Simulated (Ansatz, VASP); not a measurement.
## Two plane-wave programs on AlHCl4

```
Al H Cl
1.0
     5.18702    0.00000    0.00000
     0.00000    5.18702    0.00000
     0.00000    0.00000    7.02138
Al H Cl
1 1 4
Cartesian
  2.5935 2.5935 3.5107
  0.0000 0.0000 0.0000
  0.0000 0.0000 5.4323
  2.5935 2.5935 1.5133
  2.5935 2.5935 5.5081
  0.0000 0.0000 1.5891
```

Change from the starting cell: species swapped into the DyHoC4 type (P4/mmm, No. 123).

Alike in both runs: functional PBE; k mesh 4 × 4 × 4; occupations gaussian, width 0.1 eV; no spin polarisation.

Ansatz relaxed the structure, and its values are those at the end. VASP's run is a single point on that final structure, the one shown.

```csv
,VASP,Ansatz
version,VASP 6.6.1,Ansatz 0.2.0
potentials or method,"VASP PAW PBE potentials, release 64 (Al, H, Cl), cutoff 520 eV","scalar-relativistic, plane waves, PAW"
valence electrons in the cell,32,32
```

```csv
,VASP,Ansatz,Ansatz less VASP
gap on the k mesh at the Fermi level (eV),1.26,1.26,-0.005
least direct gap on the mesh (eV),1.27,1.26,-0.011
pressure (GPa),-0.1,0.1,+0.12
rms of the force components (eV/Å),0.018,0.002,-0.0161
```
